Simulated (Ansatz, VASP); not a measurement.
**One calculation of Te2I3, two programs**

```xyz
5
Lattice="4.1242 2.3811 4.4177 -4.1242 2.3811 4.4177 0.0000 -4.7622 4.4177" Properties=species:S:1:pos:R:3 pbc="T T T"
Te    0.0000    0.0000    4.3536
Te    0.0000    0.0000    8.8994
I    -1.8475    2.3811    4.4177
I    -1.1384   -2.7905    4.4177
I     2.9858    0.4094    4.4177
```

Change from the starting cell: species swapped into the Ni3Se2 type (R32, No. 155).

Alike in both runs: functional PBE; k mesh 3 × 3 × 3; occupations gaussian, width 0.1 eV; no spin polarisation.

Ansatz relaxed the structure, and its values are those at the end. VASP's run is a single point on that final structure, the one shown.

|  | VASP | Ansatz |
| --- | --- | --- |
| version | VASP 6.6.1 | Ansatz 0.2.0 |
| potentials or method | VASP PAW PBE potentials, release 64 (Te, I), cutoff 520 eV | scalar-relativistic, plane waves, PAW |
| valence electrons in the cell | 33 | 83 |

Ansatz gave:

```
gap on the k mesh at the Fermi level (eV) : none
pressure (GPa)                            : 0.0
rms of the force components (eV/Å)        : 0.007
```

Problem. What did VASP give for the same quantities?

Solution. gap on the k mesh at the Fermi level (eV): none; pressure (GPa): 0.0; rms of the force components (eV/Å): 0.003.

A gap of «none» marks a metal or a gap that the smearing closes. VASP's potentials hold 33 valence electrons a cell and Ansatz's 83, so a difference there can come from the potentials and not from the codes.

Spin-orbit coupling is off throughout.
